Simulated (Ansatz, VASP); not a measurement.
**Two plane-wave programs on MgCdO**

File INCAR:

```
PREC     = Accurate       # precision mode
ENCUT    = 750            # plane-wave cutoff, eV
EDIFF    = 1E-6           # SCF threshold, eV
ISMEAR   = 0              # smearing method
SIGMA    = 0.1            # smearing width, eV
LREAL    = F              # projectors in reciprocal space
LASPH    = T              # aspherical terms in the spheres
NELM     = 120            # most SCF steps
ALGO     = Normal         # electronic algorithm
ISIF     = 2              # what is computed and relaxed
LWAVE    = F              # write WAVECAR
LCHARG   = F              # write CHGCAR
GGA      = PE             # functional
NBANDS   = 25             # bands
GGA_COMPAT= F
```

Contents of KPOINTS:

```
regular mesh
0
Gamma
  6 6 6
```

POSCAR

```
MgCdO
1.0
    3.7791498900      0.0000000000      0.0000000000
   -1.8895749400      3.2728398100      0.0000000000
    0.0000000000      0.0000000000      3.7004855400
Mg Cd O
1 1 1
Direct
    0.0000000000      0.0000000000      0.5000000000
    0.3333333300      0.6666666700      0.0000000000
    0.6666666700      0.3333333300      0.0000000000
```

Input for Ansatz:

```yaml
crystal:
  lattice:
    - [3.77914989, 0.0, 0.0]
    - [-1.88957494, 3.27283981, 0.0]
    - [0.0, 0.0, 3.70048554]
  atoms:
    - { symbol: Mg, position: [0.0, 0.0, 0.5] }
    - { symbol: Cd, position: [0.33333333, 0.66666667, 0.0] }
    - { symbol: O, position: [0.66666667, 0.33333333, 0.0] }
basis:
  ecutwfc: 420
kpoints:
  mp_grid: { grid: [6, 6, 6] }
hamiltonian:
  xc: pbe
scf:
  occupations: { method: gaussian, width: 0.1 }
  lower_state_search: "off"
output:
  forces: true
  stress: true
  eigenvalues: true
```

Change from the starting cell: species swapped into the TbNiAs type (P-6m2, No. 187).

Alike in both runs: task single point; functional PBE; k mesh 6 × 6 × 6; occupations gaussian, width 0.1 eV; no spin polarisation.

```csv
,VASP,Ansatz
version,VASP 6.6.1,Ansatz 0.2.0
potentials or method,"VASP PAW PBE potentials, release 64 (Mg_sv, Cd_sv_GW, O), cutoff 750 eV","scalar-relativistic, plane waves, PAW"
valence electrons in the cell,36,36
```

|  | VASP | Ansatz | Ansatz less VASP |
| --- | --- | --- | --- |
| gap on the k mesh at the Fermi level (eV) | none | none | - |
| pressure (GPa) | 10.2 | 10.6 | +0.42 |
| traceless stress, the component that is largest in VASP (GPa) | -4.04 | -3.97 | +0.076 |

A gap of «none» marks a metal or a gap that the smearing closes.
